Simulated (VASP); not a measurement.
# BN (P6_3mc) in VASP: further runs, part 2 of 2

VASP 6.6.1.

**3. Single point, PBE (strain +0.040 along x and y, +0.040 along z)**

INCAR

```
SYSTEM = BN
ALGO = Normal ; EDIFF = 1E-6
ENCUT = 520 ; GGA = PE
ISIF = 2 ; ISMEAR = 0
LASPH = .True. ; LCHARG = .False.
LREAL = .False. ; LWAVE = .False.
NBANDS = 16 ; NELM = 100
PREC = Accurate ; SIGMA = 0.05
```

KPOINTS

```
k-points
0
Gamma
  12 12 6
  0 0 0
```

POSCAR

```
BN
1.0
    2.6560971858      0.0000000000      0.0000000000
   -1.3280485929      2.3002476378      0.0000000000
    0.0000000000      0.0000000000      4.3959292000
B N
2 2
Direct
    0.6666666667      0.3333333333      0.9997240000
    0.3333333333      0.6666666667      0.4997240000
    0.6666666667      0.3333333333      0.6252760000
    0.3333333333      0.6666666667      0.1252760000
```

Potentials or basis: VASP PAW PBE potentials, release 64 (B, N).

Launch:

```console
$ cat potpaw_PBE.64/B/POTCAR potpaw_PBE.64/N/POTCAR > POTCAR
$ mpirun -np 1 vasp_std > vasp.out
```

Wall time 46 s (1 thread of Intel Xeon 8259CL, shared host); peak memory 0.15 GiB.

Results (log left out):

| Item | Value |
| --- | --- |
| Free energy | -34.4796 eV |
| Pressure | -35.2 GPa |
| Largest force | 0.094 eV/Å |
| Band gap on the k mesh | 5.34 eV, indirect (least direct gap 7.60 eV) |

Forces in eV/Å, atoms in the order of the input:
```
B    0.000  0.000  0.094
B    0.000  0.000  0.094
N    0.000  0.000 -0.094
N    0.000  0.000 -0.094
```

Stress tensor (GPa, compression positive):
```
-34.87   0.00   0.00
  0.00 -34.87   0.00
  0.00   0.00 -35.88
```

Levels at points of the mesh, in eV from the valence-band top:
| k point | band 4 | band 5 | band 6 | band 7 | band 8 | band 9 | band 10 | band 11 | band 12 | band 13 |
| --- | --- | --- | --- | --- | --- | --- | --- | --- | --- | --- |
| (0.00, 0.00, 0.00) | -1.86 | -1.86 | -0.24 | 0.00 | 0.00 | 7.72 | 7.85 | 7.85 | 8.04 | 9.04 |
| (0.50, 0.00, 0.00) | -7.10 | -6.21 | -4.37 | -3.82 | -1.86 | 6.25 | 7.54 | 9.91 | 10.08 | 11.70 |
| (0.00, 0.00, 0.50) | -5.21 | -1.03 | -1.03 | -1.03 | -1.03 | 8.31 | 8.31 | 9.24 | 9.24 | 9.24 |
| (0.50, 0.00, 0.50) | -9.02 | -3.30 | -3.30 | -3.18 | -3.18 | 6.09 | 6.09 | 9.17 | 9.17 | 13.02 |

Caveat: the cell differs from its parent crystal (strain +0.040 along x and y, +0.040 along z).

**4. Single point, PBE (strain +0.080 along x and y, +0.000 along z)**

INCAR

```
SYSTEM = BN
ALGO = Normal
EDIFF = 1E-6
ENCUT = 520
GGA = PE
ISIF = 2
ISMEAR = 0
LASPH = .True.
LCHARG = .False.
LREAL = .False.
LWAVE = .False.
NBANDS = 16
NELM = 60
PREC = Accurate
SIGMA = 0.05
```

KPOINTS is that of step 3.

POSCAR

```
BN
1.0
    2.7582547698      0.0000000000      0.0000000000
   -1.3791273849      2.3887187008      0.0000000000
    0.0000000000      0.0000000000      4.2268550000
B N
2 2
Direct
    0.6666666667      0.3333333333      0.9997240000
    0.3333333333      0.6666666667      0.4997240000
    0.6666666667      0.3333333333      0.6252760000
    0.3333333333      0.6666666667      0.1252760000
```

Launch:

```console
$ cat potpaw_PBE.64/B/POTCAR potpaw_PBE.64/N/POTCAR > POTCAR
$ mpirun -np 1 vasp_std > vasp.out
```

Wall time 49 s (1 thread of Intel Xeon 8259CL, shared host); peak memory 0.16 GiB.

Results (log left out):

```yaml
Free_energy: -34.0252 eV
Pressure: -40.6 GPa
Largest_force: 0.129 eV/Å
Band_gap_on_the_k_mesh: 5.37 eV, indirect (least direct gap 6.31 eV)
```

Forces on the atoms (eV/Å):
```
B    0.000  0.000 -0.129
B    0.000  0.000 -0.129
N    0.000  0.000  0.129
N    0.000  0.000  0.129
```

Stress tensor (GPa, compression positive):
```
-57.14   0.00   0.00
  0.00 -57.14   0.00
  0.00   0.00  -7.62
```

Levels at points of the mesh, in eV from the valence-band top:
```tsv
k point	band 6	band 7	band 8	band 9	band 10	band 11
(0.00, 0.00, 0.00)	-0.23	0.00	0.00	6.31	7.06	7.06
(0.50, 0.00, 0.00)	-4.61	-3.88	-1.52	5.37	7.70	9.21
(0.00, 0.00, 0.50)	-1.30	-1.30	-1.30	6.92	6.92	8.62
(0.50, 0.00, 0.50)	-3.33	-2.78	-2.78	5.93	5.93	9.48
```

Caveat: the cell differs from its parent crystal (strain +0.080 along x and y, +0.000 along z). A k mesh can miss the band edges.

**5. Single point, PBE (strain +0.040 along x and y, +0.080 along z)**

INCAR

```
SYSTEM = BN
ALGO     = Normal         ! electronic algorithm
EDIFF    = 1E-6           ! SCF threshold, eV
ENCUT    = 520            ! plane-wave cutoff, eV
GGA      = PE             ! functional
ISIF     = 2              ! what is computed and relaxed
ISMEAR   = 0              ! smearing method
LASPH    = .TRUE.         ! aspherical terms in the spheres
LCHARG   = .TRUE.         ! write CHGCAR
LELF     = .TRUE.         ! ELF
LREAL    = .FALSE.        ! projectors in reciprocal space
LVHAR    = .TRUE.       
LWAVE    = .FALSE.        ! write WAVECAR
NBANDS   = 16             ! bands
NELM     = 100            ! most SCF steps
PREC     = Accurate       ! precision mode
SIGMA    = 0.05           ! smearing width, eV
```

KPOINTS

```
k-points
0
G
  12 12 6
  0 0 0
```

POSCAR

```
BN
1.0
    2.6560971858      0.0000000000      0.0000000000
   -1.3280485929      2.3002476378      0.0000000000
    0.0000000000      0.0000000000      4.5650034000
B N
2 2
Direct
    0.6666666667      0.3333333333      0.9997240000
    0.3333333333      0.6666666667      0.4997240000
    0.6666666667      0.3333333333      0.6252760000
    0.3333333333      0.6666666667      0.1252760000
```

Launch:

```console
$ cat potpaw_PBE.64/B/POTCAR potpaw_PBE.64/N/POTCAR > POTCAR
$ mpirun -np 1 vasp_std > vasp.out
```

It took 45 s on 1 thread of Intel Xeon 8259CL, shared host; peak memory 0.15 GiB.

The run converged. Its results:

* Free energy: -34.1714 eV
* Pressure: -42.8 GPa
* Largest force: 0.410 eV/Å
* Band gap on the k mesh: 5.26 eV, indirect (least direct gap 6.32 eV)

Forces on the atoms (eV/Å):
```
B    0.000  0.000  0.410
B    0.000  0.000  0.410
N    0.000  0.000 -0.410
N    0.000  0.000 -0.410
```

Stress tensor (GPa, compression positive):
```
-34.77   0.00   0.00
  0.00 -34.77   0.00
  0.00   0.00 -58.96
```

Levels at points of the mesh, in eV from the valence-band top:
| k point | band 6 | band 7 | band 8 | band 9 | band 10 | band 11 |
| --- | --- | --- | --- | --- | --- | --- |
| (0.00, 0.00, 0.00) | -0.34 | 0.00 | 0.00 | 6.32 | 7.99 | 7.99 |
| (0.50, 0.00, 0.00) | -4.04 | -3.59 | -1.92 | 6.42 | 7.20 | 9.30 |
| (0.00, 0.00, 0.50) | -0.85 | -0.85 | -0.85 | 8.45 | 8.45 | 9.23 |
| (0.50, 0.00, 0.50) | -3.21 | -3.12 | -3.12 | 5.77 | 5.77 | 8.79 |

Caveat: the cell differs from its parent crystal (strain +0.040 along x and y, +0.080 along z).

**6. Single point, PBE (strain +0.080 along x and y, +0.040 along z)**

INCAR

```
PREC = Accurate
ENCUT = 520
EDIFF = 1E-7
ISMEAR = 0
SIGMA = 0.05
LREAL = False
LASPH = True
NELM = 60
ALGO = Normal
ISIF = 2
LWAVE = False
LCHARG = False
GGA = PE
NBANDS = 16
```

KPOINTS

```
Automatic mesh
0
Gamma
  12 12 6
```

POSCAR

```
BN
1.0
    2.7582547698      0.0000000000      0.0000000000
   -1.3791273849      2.3887187008      0.0000000000
    0.0000000000      0.0000000000      4.3959292000
B N
2 2
Direct
    0.6666666667      0.3333333333      0.9997240000
    0.3333333333      0.6666666667      0.4997240000
    0.6666666667      0.3333333333      0.6252760000
    0.3333333333      0.6666666667      0.1252760000
```

Potentials or basis: VASP PAW PBE potentials, release 64 (B, N).

Launch:

```console
$ cat potpaw_PBE.64/B/POTCAR potpaw_PBE.64/N/POTCAR > POTCAR
$ mpirun -np 1 vasp_std > vasp.out
```

Run time: 49 s. Hardware: 1 thread of Intel Xeon 8259CL, shared host; peak memory 0.16 GiB.

The run converged. Its results:

```yaml
Free_energy: -33.8705 eV
Pressure: -49.6 GPa
Largest_force: 0.106 eV/Å
Band_gap_on_the_k_mesh: 5.47 eV, indirect (least direct gap 6.58 eV)
```

Forces on the atoms (eV/Å):
```
B    0.000  0.000 -0.106
B    0.000  0.000 -0.106
N    0.000  0.000  0.106
N    0.000  0.000  0.106
```

Stress tensor (GPa, compression positive):
```
-56.48   0.00   0.00
  0.00 -56.48   0.00
  0.00   0.00 -35.84
```

Levels at points of the mesh, in eV from the valence-band top:
| k point | band 5 | band 6 | band 7 | band 8 | band 9 | band 10 | band 11 | band 12 |
| --- | --- | --- | --- | --- | --- | --- | --- | --- |
| (0.00, 0.00, 0.00) | -1.96 | -0.18 | 0.00 | 0.00 | 6.58 | 7.23 | 7.23 | 7.38 |
| (0.50, 0.00, 0.00) | -5.90 | -4.23 | -3.60 | -1.60 | 5.62 | 7.40 | 9.26 | 9.35 |
| (0.00, 0.00, 0.50) | -1.09 | -1.09 | -1.09 | -1.09 | 7.08 | 7.08 | 8.64 | 8.64 |
| (0.50, 0.00, 0.50) | -3.12 | -3.12 | -2.83 | -2.83 | 5.82 | 5.82 | 8.88 | 8.88 |

Caveat: the cell differs from its parent crystal (strain +0.080 along x and y, +0.040 along z). A k mesh can miss the band edges.

**7. Single point, PBE (strain +0.080 along x and y, +0.080 along z)**

INCAR

```
ALGO = Normal
EDIFF = 1E-7
ENCUT = 520
GGA = PE
ISIF = 2
ISMEAR = 0
LASPH = True
LCHARG = False
LREAL = False
LWAVE = False
NBANDS = 16
NELM = 60
PREC = Accurate
SIGMA = 0.05
```

KPOINTS

```
k-points
0
Gamma
  12 12 6
```

Edit POSCAR of step 6 so:

```diff
@@ -4,3 +4,3 @@
    -1.3791273849      2.3887187008      0.0000000000
-    0.0000000000      0.0000000000      4.3959292000
+    0.0000000000      0.0000000000      4.5650034000
 B N
```

Launch:

```console
$ cat potpaw_PBE.64/B/POTCAR potpaw_PBE.64/N/POTCAR > POTCAR
$ mpirun -np 1 vasp_std > vasp.out
```

Wall time 58 s (1 thread of Intel Xeon 8259CL, shared host); peak memory 0.17 GiB.

It converged, with:

```yaml
Free_energy: -33.5473 eV
Pressure: -55.7 GPa
Largest_force: 0.153 eV/Å
Band_gap_on_the_k_mesh: 5.40 eV, indirect (least direct gap 6.55 eV)
```

Forces on the atoms (eV/Å):
```
B    0.000  0.000  0.153
B    0.000  0.000  0.153
N    0.000  0.000 -0.153
N    0.000  0.000 -0.153
```

Stress tensor (GPa, compression positive):
```
-55.40   0.00   0.00
  0.00 -55.40   0.00
  0.00   0.00 -56.43
```

Levels at points of the mesh, in eV from the valence-band top:
| k point | band 6 | band 7 | band 8 | band 9 | band 10 | band 11 |
| --- | --- | --- | --- | --- | --- | --- |
| (0.00, 0.00, 0.00) | -0.20 | 0.00 | 0.00 | 6.55 | 6.81 | 7.38 |
| (0.50, 0.00, 0.00) | -3.89 | -3.35 | -1.66 | 5.81 | 7.13 | 8.77 |
| (0.00, 0.00, 0.50) | -0.91 | -0.91 | -0.91 | 7.22 | 7.22 | 8.64 |
| (0.50, 0.00, 0.50) | -2.93 | -2.86 | -2.86 | 5.61 | 5.61 | 8.42 |

Caveat: the cell differs from its parent crystal (strain +0.080 along x and y, +0.080 along z). A k mesh can miss the band edges.

**8. Summary**

```tsv
cell	gap on the mesh (eV)	pressure (GPa)	largest force (eV/Å)
a = 2.758, b = 2.758, c = 4.058 Å, angles 90.0, 90.0, 120.0°, 4 atoms	5.08	-28.0	0.17
a = 2.656, b = 2.656, c = 4.396 Å, angles 90.0, 90.0, 120.0°, 4 atoms	5.34	-35.2	0.09
a = 2.758, b = 2.758, c = 4.227 Å, angles 90.0, 90.0, 120.0°, 4 atoms	5.37	-40.6	0.13
a = 2.656, b = 2.656, c = 4.565 Å, angles 90.0, 90.0, 120.0°, 4 atoms	5.26	-42.8	0.41
a = 2.758, b = 2.758, c = 4.396 Å, angles 90.0, 90.0, 120.0°, 4 atoms	5.47	-49.6	0.11
a = 2.758, b = 2.758, c = 4.565 Å, angles 90.0, 90.0, 120.0°, 4 atoms	5.40	-55.7	0.15
```

Alike in all rows: task single point; level PBE; potentials or basis VASP PAW PBE potentials, release 64 (B, N); no spin polarisation; k mesh 12 × 12 × 6; cutoff (eV) 520; smearing gaussian 0.05 eV.

Absolute energies hang on the potentials; compare differences alone.
